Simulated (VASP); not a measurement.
BaTiO3:

```xyz
5
Lattice="4.0060 0.0000 0.0000 0.0000 4.0060 0.0000 0.0000 0.0000 4.0060" Properties=species:S:1:pos:R:3 pbc="T T T"
Ba    2.0030    2.0030    2.0030
Ti    0.0000    0.0000    0.0000
O     2.0030    0.0000    0.0000
O     0.0000    2.0030    0.0000
O     0.0000    0.0000    2.0030
```

| Quantity | Value |
| --- | --- |
| Program | VASP 6.6.1 |
| Task | relaxation of cell and atoms |
| Functional | PBE |
| Potentials or basis | VASP PAW PBE potentials, release 64 (Ba_sv, Ti_sv, O) |
| Cutoff | 600 eV |
| k mesh | 6 × 6 × 6 |
| Occupations | fermi-dirac, width 0.02 eV |
| Spin | no spin polarisation |

At the start: pressure 3.3 GPa; volume 12.86 Å³/atom.

Question: Where does the relaxation end?

Answer: Over 3 steps the energy falls by 2.5 meV/atom and the volume is 13.11 Å³/atom (+2.0 %); space group Pm-3m (No. 221, to 0.1 Å) before and after.

The path:
| step | energy change (eV) | largest force (eV/Å) | pressure (GPa) | volume (Å³) |
| --- | --- | --- | --- | --- |
| 1 | 0.0000 | 0.0000 | 3.27 | 64.29 |
| 2 | -0.0016 | 0.0000 | -2.84 | 66.76 |
| 3 | -0.0125 | 0.0000 | 0.00 | 65.55 |

Final structure:
```
Ba Ti O
1.0
     4.03197    0.00000    0.00000
     0.00000    4.03197    0.00000
     0.00000    0.00000    4.03197
Ba Ti O
1 1 3
Cartesian
  2.0160 2.0160 2.0160
  0.0000 0.0000 0.0000
  2.0160 0.0000 0.0000
  0.0000 2.0160 0.0000
  0.0000 0.0000 2.0160
```
